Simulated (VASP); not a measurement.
Write the native input for VASP 6.6.1 that does the following.

| Property | Result |
| --- | --- |
| Task | single point |
| Functional | PBEsol |
| Potentials or basis | VASP PAW PBE potentials, release 64 (In_d, Sb) |
| Cutoff | 520 eV |
| k mesh | 10 × 10 × 10 |
| Occupations | gaussian, width 0.1 eV |
| Spin | no spin polarisation |
| Dipole correction | no |
| Further INCAR settings | ALGO = Fast; EDIFF = 1e-07; NBANDS = 30 |

The structure of In3Sb lies in POSCAR:

```
In3Sb
1.0
    5.0568986621      0.0000000000      0.0000000000
    0.0000000000      5.0568986621      0.0000000000
    0.0000000000      0.0000000000      5.0568986621
In Sb
3 1
Direct
    0.5000000000      0.5000000000      0.0000000000
    0.5000000000      0.0000000000      0.5000000000
    0.0000000000      0.5000000000      0.5000000000
    0.0000000000      0.0000000000      0.0000000000
```

This cell differs from its parent crystal: strained.

The input as run:

INCAR

```
SYSTEM = In3Sb
PREC = Accurate
ENCUT = 520
EDIFF = 1E-7
ISMEAR = 0
SIGMA = 0.1
LREAL = .False.
LASPH = .True.
NELM = 100
ALGO = Fast
ISIF = 2
LWAVE = .False.
LCHARG = .False.
GGA = PS
NBANDS = 30
```

KPOINTS

```
Automatic mesh
0
Gamma
  10 10 10
  0 0 0
```

Potentials or basis: VASP PAW PBE potentials, release 64 (In_d, Sb).

The run is started by

```bash
$ cat potpaw_PBE.64/In_d/POTCAR potpaw_PBE.64/Sb/POTCAR > POTCAR
$ mpirun -np 1 vasp_std > vasp.out
```

Results of the run:

```json
{
  "Pressure": "-5.6 GPa",
  "Band gap on the k mesh": "zero (bands 22 and 23 overlap by 2.92 eV)"
}
```

Caveat: the cell differs from its parent crystal (strained); the cell stands under tension; the PAW data sets were made with another functional, which shifts forces and pressure a little; spin-orbit coupling is left out, which moves the levels of the heavy elements.

It took 4.3 min on 1 thread of Intel Xeon 8259CL (shared host), peak memory 0.33 GiB.
